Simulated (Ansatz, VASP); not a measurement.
**HfMg3: VASP beside Ansatz**

```
CELL_PARAMETERS angstrom
4.43519 0.00000 0.00000
0.00000 4.43519 0.00000
0.00000 0.00000 4.43519
ATOMIC_POSITIONS crystal
Hf 0.00000 0.00000 0.00000
Mg 0.00000 0.50000 0.50000
Mg 0.50000 0.50000 0.00000
Mg 0.50000 0.00000 0.50000
```

Alike in both runs: task single point; functional PBE; k mesh 8 × 8 × 8; occupations gaussian, width 0.05 eV; no spin polarisation.

|  | VASP | Ansatz |
| --- | --- | --- |
| version | VASP 6.6.1 | Ansatz 0.2.0 |
| potentials or method | VASP PAW PBE potentials, release 64 (Hf_pv, Mg), cutoff 520 eV | scalar-relativistic, plane waves, PAW |
| valence electrons in the cell | 16 | 56 |

```tsv
	VASP	Ansatz	Ansatz less VASP
pressure (GPa)	-0.1	0.0	+0.12
```

VASP's potentials hold 16 valence electrons a cell and Ansatz's 56, so a difference there can come from the potentials and not from the codes.

Neither program's run includes spin-orbit coupling.
